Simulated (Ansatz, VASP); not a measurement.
B3C2: VASP beside Ansatz

```
CELL_PARAMETERS angstrom
1.34499 0.77653 6.99739
-1.34499 0.77653 6.99739
0.00000 -1.55306 6.99739
ATOMIC_POSITIONS crystal
B 0.00000 0.00000 0.00000
B 0.26002 0.26002 0.26002
B 0.73998 0.73998 0.73998
C 0.40423 0.40423 0.40423
C 0.59577 0.59577 0.59577
```

Alike in both runs: functional PBE; k mesh 6 × 6 × 6; occupations gaussian, width 0.1 eV; no spin polarisation.

Ansatz relaxed the structure, and its values are those at the end. VASP's run is a single point on that final structure, the one shown.

```csv
,VASP,Ansatz
version,VASP 6.6.1,Ansatz 0.2.0
potentials or method,"VASP PAW PBE potentials, release 64 (B, C), cutoff 520 eV","scalar-relativistic, plane waves, PAW"
valence electrons in the cell,17,17
```

Ansatz gave:

```
gap on the k mesh at the Fermi level (eV) : none
pressure (GPa)                            : 0.0
```

**Question.** Estimate VASP's values.

**Answer.** gap on the k mesh at the Fermi level (eV): none; pressure (GPa): 0.1.

A gap of «none» marks a metal or a gap that the smearing closes. With one functional, cell and mesh, what is left measures potentials, basis and numerics.

The k mesh is coarse, so the values compare programs but aren't converged.
